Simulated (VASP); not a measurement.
# CO2 (Pbcn) in VASP: electric field gradients with r2SCAN

Aim: the electric field gradients of CO2 with r2SCAN.

Everything below comes from runs of VASP 6.6.1. Logs are shortened: lines on timing, memory, paths and dates and some standing lists are left out, and cuts for length are marked.

**1. The cell of the first run**

The structure is orthorhombic, space group Pbcn (No. 60). The conventional cell has a = 4.593 Å, b = 6.063 Å, c = 5.679 Å, α = 90.00°, β = 90.00°, γ = 90.00°. C (site symmetry 2) has 2 O at 1.13 Å within 1.5 Å. Within 1.5 Å of O (site symmetry 1) lie 1 C at 1.13 Å.

**2. Electric field gradients, r2SCAN (x and y stretched by -4 %)**

The input, POSCAR:

```
CO2
1.0
    4.5931635168      0.0000000000      0.0000000000
    0.0000000000      6.0629180544      0.0000000000
    0.0000000000      0.0000000000      5.6788908400
C O
4 8
Direct
    0.5000000000      0.8537385453      0.7500000000
    0.0000000000      0.3537385453      0.7500000000
    0.0000000000      0.6462614547      0.2500000000
    0.5000000000      0.1462614547      0.2500000000
    0.7014169570      0.1455655134      0.1362541725
    0.2985830430      0.1455655134      0.3637458275
    0.7985830430      0.6455655134      0.1362541725
    0.2014169570      0.3544344866      0.8637458275
    0.2014169570      0.6455655134      0.3637458275
    0.7985830430      0.3544344866      0.6362541725
    0.7014169570      0.8544344866      0.6362541725
    0.2985830430      0.8544344866      0.8637458275
```

The input, INCAR.step1:

```
PREC     = Accurate       # precision mode
ENCUT    = 520            # plane-wave cutoff, eV
ISMEAR   = -1             # smearing method
SIGMA    = 0.02           # smearing width, eV
LREAL    = F              # projectors in reciprocal space
LASPH    = T              # aspherical terms in the spheres
NELM     = 100            # most SCF steps
NBANDS   = 44             # bands
GGA      = PE             # functional
ALGO     = Normal         # electronic algorithm
EDIFF    = 1E-4           # SCF threshold, eV
LWAVE    = T              # write WAVECAR
LCHARG   = F              # write CHGCAR
```

The input, INCAR.step2:

```
PREC     = Accurate       # precision mode
ENCUT    = 520            # plane-wave cutoff, eV
EDIFF    = 1E-8           # SCF threshold, eV
ISMEAR   = -1             # smearing method
SIGMA    = 0.02           # smearing width, eV
LREAL    = F              # projectors in reciprocal space
LASPH    = T              # aspherical terms in the spheres
NELM     = 100            # most SCF steps
ALGO     = Normal         # electronic algorithm
ISIF     = 2              # what is computed and relaxed
LWAVE    = F              # write WAVECAR
LCHARG   = F              # write CHGCAR
METAGGA  = R2SCAN         # meta-GGA
LMIXTAU  = T            
LEFG     = T            
NBANDS   = 44             # bands
ISTART   = 1
```

The input, KPOINTS:

```
regular mesh
0
Gamma
  5 4 4
```

Potentials or basis: VASP PAW PBE potentials, release 64 (C, O).

Started as:

```bash
> cat potpaw_PBE.64/C/POTCAR potpaw_PBE.64/O/POTCAR > POTCAR
> cp INCAR.step1 INCAR
> mpirun -np 1 vasp_std > vasp.out
> cp INCAR.step2 INCAR
> mpirun -np 1 vasp_std > vasp.out
```

OUTCAR:

```text
PREC = Accurate
   ENCUT = 520
   EDIFF = 1E-8
   ISMEAR = -1
   LREAL = F
   LASPH = T
   NELM = 100
   ISIF = 2
   METAGGA = R2SCAN
   ISTART = 1

 ion  position               nearest neighbor table
   1  0.500  0.854  0.750-  11 1.13  12 1.13
   2  0.000  0.354  0.750-   8 1.13  10 1.13
   3  0.000  0.646  0.250-   7 1.13   9 1.13
   4  0.500  0.146  0.250-   5 1.13   6 1.13
   5  0.701  0.146  0.136-   4 1.13
   6  0.299  0.146  0.364-   4 1.13
   7  0.799  0.646  0.136-   3 1.13
   8  0.201  0.354  0.864-   2 1.13
   9  0.201  0.646  0.364-   3 1.13
  10  0.799  0.354  0.636-   2 1.13
  11  0.701  0.854  0.636-   1 1.13
  12  0.299  0.854  0.864-   1 1.13

  LATTYP: Found a simple orthorhombic cell.
 ALAT       =     4.5931635168
 B/A-ratio  =     1.2363789835
 C/A-ratio  =     1.3199874187

  Lattice vectors:

 A1 = (  -4.5931635168,   0.0000000000,   0.0000000000)
 A2 = (   0.0000000000,   0.0000000000,   5.6788908400)
 A3 = (   0.0000000000,   6.0629180544,   0.0000000000)

Analysis of symmetry for initial positions (statically):
=====================================================================
 Subroutine PRICEL returns:
 Original cell was already a primitive cell.

 Routine SETGRP: Setting up the symmetry group for a
 simple orthorhombic supercell.

 Subroutine GETGRP returns: Found  8 space group operations
 (whereof  2 operations were pure point group operations)
 out of a pool of  8 trial point group operations.

The static configuration has the point symmetry S_2 .
 The point group associated with its full space group is D_2h.

Analysis of symmetry for dynamics (positions and initial velocities):
=====================================================================
 Subroutine PRICEL returns:
 Original cell was already a primitive cell.

 Routine SETGRP: Setting up the symmetry group for a
 simple orthorhombic supercell.
[... 1318 lines left out ...]
  in kB      302.3419138      8.3399785    147.1848476      0.0000000      0.0000000      0.0000000
  external PRESSURE =     152.6222466 kB  Pullay stress =       0.0000000 kB

 VOLUME and BASIS-vectors are now :
 -----------------------------------------------------------------------------
  energy-cutoff  :      520.00
  volume of cell :      158.15
      direct lattice vectors                 reciprocal lattice vectors
     4.593163517  0.000000000  0.000000000     0.217714870  0.000000000  0.000000000
     0.000000000  6.062918054  0.000000000     0.000000000  0.164937080  0.000000000
     0.000000000  0.000000000  5.678890840     0.000000000  0.000000000  0.176090724

 POSITION                                       TOTAL-FORCE (eV/Angst)
 -----------------------------------------------------------------------------------
      2.29658      5.17615      4.25917         0.000000     -0.041535      0.000000
      0.00000      2.14469      4.25917        -0.000000     -0.041535      0.000000
      0.00000      3.91823      1.41972         0.000000      0.041535     -0.000000
      2.29658      0.88677      1.41972        -0.000000      0.041535      0.000000
      3.22172      0.88255      0.77377         3.924789     -0.015506     -2.722136
      1.37144      0.88255      2.06567        -3.924789     -0.015506      2.722136
      3.66802      3.91401      0.77377        -3.924789     -0.015506     -2.722136
      0.92514      2.14891      4.90512         3.924789      0.015506      2.722136
      0.92514      3.91401      2.06567         3.924789     -0.015506      2.722136
      3.66802      2.14891      3.61322        -3.924789      0.015506     -2.722136
      3.22172      5.18037      3.61322         3.924789      0.015506     -2.722136
      1.37144      5.18037      4.90512        -3.924789      0.015506      2.722136
 -----------------------------------------------------------------------------------
    total drift:                                0.000000     -0.000000      0.000000

  FREE ENERGIE OF THE ION-ELECTRON SYSTEM (eV)
  ---------------------------------------------------
  free  energy   TOTEN  =      -102.1284205093 eV

  energy  without entropy=     -102.1284205093  energy(sigma->0) =     -102.12842051

 Electric field gradients (V/A^2)
---------------------------------------------------------------------
 ion       V_xx      V_yy      V_zz      V_xy      V_xz      V_yz
---------------------------------------------------------------------
   1     -29.983    30.048    -0.066     0.000    42.394     0.000
   2     -29.983    30.048    -0.066     0.000   -42.394    -0.000
   3     -29.983    30.048    -0.066    -0.000   -42.394    -0.000
   4     -29.983    30.048    -0.066    -0.000    42.394    -0.000
   5      25.652   -25.653     0.001    -0.864   -38.615     0.290
   6      25.652   -25.653     0.001     0.864   -38.615    -0.290
   7      25.652   -25.653     0.001     0.864    38.615     0.290
   8      25.652   -25.653     0.001     0.864    38.615     0.290
   9      25.652   -25.653     0.001    -0.864    38.615    -0.290
  10      25.652   -25.653     0.001    -0.864    38.615    -0.290
  11      25.652   -25.653     0.001     0.864   -38.615    -0.290
  12      25.652   -25.653     0.001    -0.864   -38.615     0.290
---------------------------------------------------------------------

 Electric field gradients after diagonalization (V/A^2)
 (convention: |V_zz| > |V_xx| > |V_yy|)
----------------------------------------------------------------------
 ion       V_xx      V_yy      V_zz     asymmetry (V_yy - V_xx)/ V_zz
----------------------------------------------------------------------
   1      30.048    29.931   -59.980       0.002
   2      30.048    29.931   -59.980       0.002
   3      30.048    29.931   -59.980       0.002
   4      30.048    29.931   -59.980       0.002
   5     -27.896   -25.629    53.525       0.042
   6     -27.896   -25.629    53.525       0.042
   7     -27.896   -25.629    53.525       0.042
   8     -27.896   -25.629    53.525       0.042
   9     -27.896   -25.629    53.525       0.042
  10     -27.896   -25.629    53.525       0.042
  11     -27.896   -25.629    53.525       0.042
  12     -27.896   -25.629    53.525       0.042
----------------------------------------------------------------------

           NMR quadrupolar parameters

 Cq : quadrupolar parameter    Cq=e*Q*V_zz/h
 eta: asymmetry parameters     (V_yy - V_xx)/ V_zz
 Q  : nuclear electric quadrupole moment in mb (millibarn)
----------------------------------------------------------------------
 ion       Cq(MHz)       eta       Q (mb)
----------------------------------------------------------------------
   1      -0.145       0.002       1.000
   2      -0.145       0.002       1.000
   3      -0.145       0.002       1.000
   4      -0.145       0.002       1.000
   5       0.129       0.042       1.000
   6       0.129       0.042       1.000
   7       0.129       0.042       1.000
   8       0.129       0.042       1.000
   9       0.129       0.042       1.000
  10       0.129       0.042       1.000
  11       0.129       0.042       1.000
  12       0.129       0.042       1.000
----------------------------------------------------------------------
```

OUTCAR.step1:

```text
PREC = Accurate
   ENCUT = 520
   ISMEAR = -1
   LREAL = F
   LASPH = T
[... 1391 lines left out ...]
      0.92514      3.91401      2.06567         4.539837     -0.017823      3.132992
      3.66802      2.14891      3.61322        -4.539837      0.017823     -3.132992
      3.22172      5.18037      3.61322         4.539837      0.017823     -3.132992
      1.37144      5.18037      4.90512        -4.539837      0.017823      3.132992
 -----------------------------------------------------------------------------------
    total drift:                                0.000000     -0.000000      0.000000

  FREE ENERGIE OF THE ION-ELECTRON SYSTEM (eV)
  ---------------------------------------------------
  free  energy   TOTEN  =       -90.7751503249 eV

  energy  without entropy=      -90.7751503249  energy(sigma->0) =      -90.77515032
```

OSZICAR.step1:

```text
N       E                     dE             d eps       ncg     rms          rms(c)
DAV:   1     0.402647268959E+03    0.40265E+03   -0.34969E+04  2424   0.135E+03
DAV:   2    -0.713573703200E+02   -0.47400E+03   -0.45908E+03  3136   0.327E+02
DAV:   3    -0.979897583024E+02   -0.26632E+02   -0.26440E+02  2784   0.799E+01
DAV:   4    -0.983022185829E+02   -0.31246E+00   -0.31125E+00  2748   0.967E+00
DAV:   5    -0.983069876873E+02   -0.47691E-02   -0.47683E-02  2684   0.118E+00    0.206E+01
DAV:   6    -0.914139189924E+02    0.68931E+01   -0.19007E+01  2668   0.230E+01    0.950E+00
DAV:   7    -0.908908039061E+02    0.52312E+00   -0.97144E-01  2740   0.517E+00    0.514E+00
DAV:   8    -0.907877762456E+02    0.10303E+00   -0.71770E-01  2704   0.418E+00    0.116E+00
DAV:   9    -0.907737770409E+02    0.13999E-01   -0.64221E-02  2580   0.136E+00    0.420E-01
DAV:  10    -0.907747589660E+02   -0.98193E-03   -0.10482E-02  2784   0.466E-01    0.942E-02
DAV:  11    -0.907750782448E+02   -0.31928E-03   -0.29133E-04  2132   0.106E-01    0.391E-02
DAV:  12    -0.907751503249E+02   -0.72080E-04   -0.48802E-05  1604   0.416E-02
   1 F= -.90775150E+02 E0= -.90775150E+02  d E =-.347939E-11
```

Wall time 5.8 min (1 thread of Intel Xeon 6975P-C (Granite Rapids), shared host); peak memory 0.35 GiB.

What came out:

| Quantity | Value |
| --- | --- |
| Free energy | -102.1284 eV |
| Pressure | 15.3 GPa |
| Largest force | 4.776 eV/Å |
| Band gap on the k mesh | 7.63 eV |
| Largest electric field gradient by atom | C -60.0; O +53.5 V/Å² |

Forces on the atoms (eV/Å):
```
C    0.000 -0.042  0.000
C    0.000 -0.042  0.000
C    0.000  0.042  0.000
C    0.000  0.042  0.000
O    3.925 -0.016 -2.722
O   -3.925 -0.016  2.722
O   -3.925 -0.016 -2.722
O    3.925  0.016  2.722
O    3.925 -0.016  2.722
O   -3.925  0.016 -2.722
O    3.925  0.016 -2.722
O   -3.925  0.016  2.722
```

Electric field gradients, principal values (V/Å²):
| atom | least | middle | greatest (by size) |
| --- | --- | --- | --- |
| 1 C | 29.931 | 30.048 | -59.980 |
| 2 C | 29.931 | 30.048 | -59.980 |
| 3 C | 29.931 | 30.048 | -59.980 |
| 4 C | 29.931 | 30.048 | -59.980 |
| 5 O | -25.629 | -27.896 | 53.525 |
| 6 O | -25.629 | -27.896 | 53.525 |
| 7 O | -25.629 | -27.896 | 53.525 |
| 8 O | -25.629 | -27.896 | 53.525 |
| 9 O | -25.629 | -27.896 | 53.525 |
| 10 O | -25.629 | -27.896 | 53.525 |
| 11 O | -25.629 | -27.896 | 53.525 |
| 12 O | -25.629 | -27.896 | 53.525 |

Caveat: the cell differs from its parent crystal (x and y stretched by -4 %); the stress differs along the axes, from 1 to 30 GPa; without QUAD_EFG the Cq values of the log hold for a quadrupole moment of 1 mb, not for the nuclei; the PAW data sets were made with another functional, which shifts forces and pressure a little. A k mesh can miss the band edges.
